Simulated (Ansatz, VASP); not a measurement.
Ge in VASP and in Ansatz

```xyz
1
Lattice="1.3971 -2.6005 0.0000 1.3971 2.6005 0.0000 0.0000 0.0000 2.6982" Properties=species:S:1:pos:R:3 pbc="T T T"
Ge    1.3971    0.0000    0.0000
```

Alike in both runs: functional LDA; k mesh 11 × 11 × 10; occupations fermi-dirac, width 0.05 eV; no spin polarisation.

```csv
,VASP,Ansatz
version,VASP 6.6.1,Ansatz 0.2.0
potentials or method,"VASP PAW LDA potentials, release 64 (Ge_d)",Ansatz PAW
plane-wave cutoff (eV),520,420
valence electrons in the cell,14,14
task,single point,band structure
```

|  | VASP | Ansatz | Ansatz less VASP |
| --- | --- | --- | --- |
| gap on the k mesh at the Fermi level (eV) | none | none | - |
| pressure (GPa) | -5.7 | -5.6 | +0.09 |
| traceless stress, the component that is largest in VASP (GPa) | -1.62 | -1.63 | -0.004 |

LDA's correlation is that of Perdew and Zunger in VASP and of Perdew and Wang (1992) in Ansatz. A gap of «none» marks a metal or a gap that the smearing closes.
